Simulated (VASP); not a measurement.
A run of VASP 6.6.1 is set up as follows.

Contents of INCAR:

```
SYSTEM = MgO
PREC = Accurate ; ENCUT = 520
EDIFF = 1E-6 ; ISMEAR = 0
SIGMA = 0.05 ; LREAL = .FALSE.
LASPH = .TRUE. ; NELM = 80
ALGO = Normal ; ISIF = 2
LWAVE = .FALSE. ; LCHARG = .TRUE.
GGA = PS ; LELF = .TRUE.
LVHAR = .TRUE. ; NBANDS = 11
```

File KPOINTS:

```
regular mesh
0
G
  10 10 10
  0 0 0
```

The input POSCAR:

```
MgO
1.0
    0.0000000000      2.1351500000      2.1351500000
    2.1351500000      0.0000000000      2.1351500000
    2.1351500000      2.1351500000      0.0000000000
Mg O
1 1
Direct
    0.0000000000      0.0000000000      0.0000000000
    0.4795096363      0.4795096363      0.5204903637
```

Potentials or basis: VASP PAW PBE potentials, release 64 (Mg, O).

Launch:

```console
$ cat potpaw_PBE.64/Mg/POTCAR potpaw_PBE.64/O/POTCAR > POTCAR
$ mpirun -np 1 vasp_std > vasp.out
```

(1) What does it give for the pressure?

(2) What does it give for the band gap on the k mesh?

## Answers

(1) -5.6 GPa.

(2) 4.25 eV, direct.

Caveat: the cell differs from its parent crystal (all O atoms moved +0.087 Å, as atom 2 towards its neighbour atom 1 (Mg) at 2.135 Å); the PAW data sets were made with another functional, which shifts forces and pressure a little.
